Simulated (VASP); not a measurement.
AlN, 4 atoms in the cell. The structure is hexagonal, space group P6_3/mmc (No. 194). The conventional cell has a = 3.496 Å, b = 3.496 Å, c = 3.758 Å, α = 90.00°, β = 90.00°, γ = 120.00°. Al (site symmetry -6m2) has 5 N at 1.88 to 2.02 Å within 2.5 Å. N (site symmetry -6m2) has 5 Al at 1.88 to 2.02 Å within 2.5 Å.  This cell differs from its parent crystal: ratio of the length along z to the lengths across it x 0.85, volume and fractional coordinates fixed.

* Program: VASP 6.6.1
* Task: single point
* Functional: PBE
* Potentials or basis: VASP PAW PBE potentials, release 64 (Al, N)
* Cutoff: 520 eV
* k mesh: 9 × 9 × 6
* Occupations: gaussian, width 0.05 eV
* Spin: no spin polarisation
* Dipole correction: no
* Further INCAR settings: ALGO = Normal; EDIFF = 1e-06; NBANDS = 16

Potentials or basis: VASP PAW PBE potentials, release 64 (Al, N).

Command:

```sh
$ cat potpaw_PBE.64/Al/POTCAR potpaw_PBE.64/N/POTCAR > POTCAR
$ mpirun -np 1 vasp_std > vasp.out
```

Hardware: 1 thread of AMD EPYC 9R14 (Zen 4), with other jobs on the host.

Question: How long does it take, and how much memory?

Answer: Wall time 19 s on 1 thread of AMD EPYC 9R14 (Zen 4) (shared host), peak memory 0.13 GiB. Counts: scf iterations 13, k points 48.
